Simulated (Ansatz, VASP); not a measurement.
Two plane-wave programs on Pt3Pb

```
CELL_PARAMETERS angstrom
4.03076 0.00000 0.00000
0.00000 4.03076 0.00000
0.00000 0.00000 4.03076
ATOMIC_POSITIONS crystal
Pt 0.00000 0.50000 0.50000
Pt 0.50000 0.00000 0.50000
Pt 0.50000 0.50000 0.00000
Pb 0.00000 0.00000 0.00000
```

Change from the starting cell: volume scaled by 0.98, PAW files.

Alike in both runs: task electric field gradients; functional LDA; k mesh 9 × 9 × 9; occupations fermi-dirac, width 0.03 eV; no spin polarisation.

|  | VASP | Ansatz |
| --- | --- | --- |
| version | VASP 6.6.1 | Ansatz 0.2.0 |
| potentials or method | VASP PAW LDA potentials, release 64 (Pt, Pb_d) | PAW with Ansatz's default frozen-core files, scalar-relativistic |
| plane-wave cutoff (eV) | 520 | 420 |
| valence electrons in the cell | 44 | 68 |

|  | VASP | Ansatz | Ansatz less VASP |
| --- | --- | --- | --- |
| pressure (GPa) | 2.2 | 1.5 | -0.71 |
| size of Vzz on the site where it differs most (V/Å²) | 152.4 | 163.0 | +10.57 |

LDA's correlation is that of Perdew and Zunger in VASP and of Perdew and Wang (1992) in Ansatz. VASP's potentials hold 44 valence electrons a cell and Ansatz's 68, so a difference there can come from the potentials and not from the codes.

Spin-orbit coupling is off throughout.
